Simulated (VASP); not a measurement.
Here is a VASP 6.6.1 calculation.

Contents of INCAR:

```
PREC = Accurate
ENCUT = 520
EDIFF = 1E-6
ISMEAR = -1
SIGMA = 0.02
LREAL = False
LASPH = True
NELM = 100
ALGO = Normal
ISIF = 2
LWAVE = False
LCHARG = True
GGA = PE
LELF = True
LVHAR = True
NBANDS = 15
```

KPOINTS

```
regular mesh
0
Gamma
  8 8 8
```

POSCAR

```
SrO
1.0
   -0.0925803946      2.7695076575      2.7695076575
    2.7695076575     -0.0925803946      2.7695076575
    2.7695076575      2.7695076575     -0.0925803946
Sr O
1 1
Direct
   -0.0029480459     -0.0029480459     -0.0029480459
    0.2529480459      0.2529480459      0.2529480459
```

Potentials or basis: VASP PAW PBE potentials, release 64 (Sr_sv, O).

Run with:

```sh
$ cat potpaw_PBE.64/Sr_sv/POTCAR potpaw_PBE.64/O/POTCAR > POTCAR
$ mpirun -np 1 vasp_std > vasp.out
```

Q: Estimate the band gap on the k mesh.

A: 2.45 eV, indirect (least direct gap 3.15 eV).

Q: Estimate the largest force.

A: 0.003 eV/Å.

Q: Predict the pressure.

A: -0.2 GPa.

Forces on the atoms (eV/Å):
```
Sr  -0.002 -0.002 -0.002
O    0.002  0.002  0.002
```

Caveat: the cell differs from its parent crystal (epitaxial 111 strain +2.5%). A k mesh can miss the band edges.
